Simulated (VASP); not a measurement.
Write the native input for VASP 6.6.1 that does the following.

```
Task                   : relaxation of cell and atoms
Functional             : PBE
Potentials or basis    : VASP PAW PBE potentials, release 64 (Pb_d, Te)
Cutoff                 : 600 eV
k mesh                 : 13 × 13 × 13
Occupations            : fermi-dirac, width 0.08 eV
Spin                   : no spin polarisation
Target pressure        : 54 GPa
Dipole correction      : no
Further INCAR settings : ALGO = Normal; EDIFF = 1e-06; IBRION = 2; EDIFFG = -0.005; NSW = 32; ISIF = 3
```

The structure of TePb (zincblende type) lies in POSCAR:

```
TePb
1.0
    0.0000000000      2.9771825031      2.9771825031
    2.9771825031      0.0000000000      2.9771825031
    2.9771825031      2.9771825031      0.0000000000
Pb Te
1 1
Direct
    0.0000000000      0.0000000000      0.0000000000
    0.2500000000      0.2500000000      0.2500000000
```

The input as run:

INCAR

```
ALGO = Normal
EDIFF = 1E-6
EDIFFG = -0.005
ENCUT = 600
GGA = PE
IBRION = 2
ISIF = 3
ISMEAR = -1
LASPH = True
LCHARG = False
LREAL = False
LWAVE = False
NELM = 60
NSW = 32
PREC = Accurate
PSTRESS = 540.0
SIGMA = 0.08
```

KPOINTS

```
k-points
0
Gamma
  13 13 13
```

Potentials or basis: VASP PAW PBE potentials, release 64 (Pb_d, Te).

The run is started by

```console
$ cat potpaw_PBE.64/Pb_d/POTCAR potpaw_PBE.64/Te/POTCAR > POTCAR
$ mpirun -np 1 vasp_std > vasp.out
```

It gave:

- Relaxed volume: 26.37 Å³/atom
- Relaxed cell: a = 4.210 Å, b = 4.210 Å, c = 4.210 Å, α = 60.00°, β = 60.00°, γ = 60.00°
- Space group after relaxing (to 0.1 Å): F-43m (No. 216)
- Energy change on relaxing (the run minimises the enthalpy): +5.1 meV/atom
- Ionic steps: 3
- Pressure after relaxing: 54.0 GPa
- Band gap on the k mesh: zero (bands 10 and 11 overlap by 1.67 eV)

Caveat: the cell is relaxed towards a set pressure, so the run minimises the enthalpy, not the energy; spin-orbit coupling is left out, which moves the levels of the heavy elements.

Run time: 100 s on 1 thread of AMD EPYC 9R45 96-Core Processor (Zen 5), on a shared host, peak memory 0.23 GiB.
